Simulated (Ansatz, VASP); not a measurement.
Two plane-wave programs on ZnS

```
CELL_PARAMETERS angstrom
3.50646 0.00000 0.00000
0.00000 3.50646 0.00000
0.00000 0.00000 29.37246
ATOMIC_POSITIONS crystal
Zn 0.50000 0.00000 0.25504
Zn 0.00000 0.50000 0.32373
S 0.00000 0.50000 0.24069
S 0.50000 0.00000 0.33808
```

Change from the starting cell: species swapped into a sheet of the AgBr type.

Alike in both runs: functional PBE; k mesh 6 × 6 × 1; occupations gaussian, width 0.1 eV; no spin polarisation.

Ansatz relaxed the structure, and its values are those at the end. VASP's run is a single point on that final structure, the one shown.

```csv
,VASP,Ansatz
version,VASP 6.6.1,Ansatz 0.2.0
potentials or method,"VASP PAW PBE potentials, release 64 (Zn, S), cutoff 520 eV","scalar-relativistic, plane waves, PAW"
valence electrons in the cell,36,36
```

Ansatz gave:

```
gap on the k mesh at the Fermi level (eV) : 0.66
least direct gap on the mesh (eV)         : 2.25
rms of the force components (eV/Å)        : 0.013
```

Question: What did VASP give for the same quantities?

Answer: gap on the k mesh at the Fermi level (eV): 0.65; least direct gap on the mesh (eV): 2.24; rms of the force components (eV/Å): 0.011.

Ansatz's warnings: slab cell height set.
